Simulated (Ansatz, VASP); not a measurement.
# One calculation of C, two programs

```
C
1.0
     7.39800    0.00000    0.00000
    -3.69900    6.40686    0.00000
     0.00000    0.00000   12.00000
C
19
Cartesian
  -0.0056 -0.0267 0.9166
  1.2138 0.6779 0.9257
  -1.2404 2.1058 0.9044
  -0.0137 2.7880 1.0073
  -2.4756 4.2448 0.9013
  -1.2725 4.9667 1.0052
  2.4499 -0.0336 0.9745
  3.6962 0.6851 0.9754
  1.2161 2.1044 0.9761
  2.4625 2.8232 0.9735
  -0.0610 4.2144 1.3192
  1.2744 4.9818 1.3197
  4.9260 0.0016 1.0077
  6.1529 0.6836 0.9050
  3.6985 2.1116 0.9238
  4.9181 2.8161 0.9158
  2.4860 4.2297 1.0046
  3.6891 4.9514 0.9016
  0.6068 4.5985 2.6325
```

Alike in both runs: functional PBE; k mesh 2 × 2 × 1; occupations gaussian, width 0.05 eV; collinear spin.

Ansatz relaxed the structure, and its values are those at the end. VASP's run is a single point on that final structure, the one shown.

|  | VASP | Ansatz |
| --- | --- | --- |
| version | VASP 6.6.1 | Ansatz 0.2.0 |
| potentials or method | VASP PAW PBE potentials, release 64 (C), cutoff 520 eV | scalar-relativistic, plane waves, PAW |
| valence electrons in the cell | 76 | 76 |

Ansatz gave:

```
rms of the force components (eV/Å)                            : 0.008
net moment per atom (μB)                                      : 0.03
size of the moment on the site where the two differ most (μB) : 0.13
```

What did VASP give for the same quantities?

rms of the force components (eV/Å): 0.018; net moment per atom (μB): 0.03; size of the moment on the site where the two differ most (μB): 0.17.

Site moments also hang on the region over which each program counts them.

The k mesh is coarse, so the values compare programs but aren't converged.
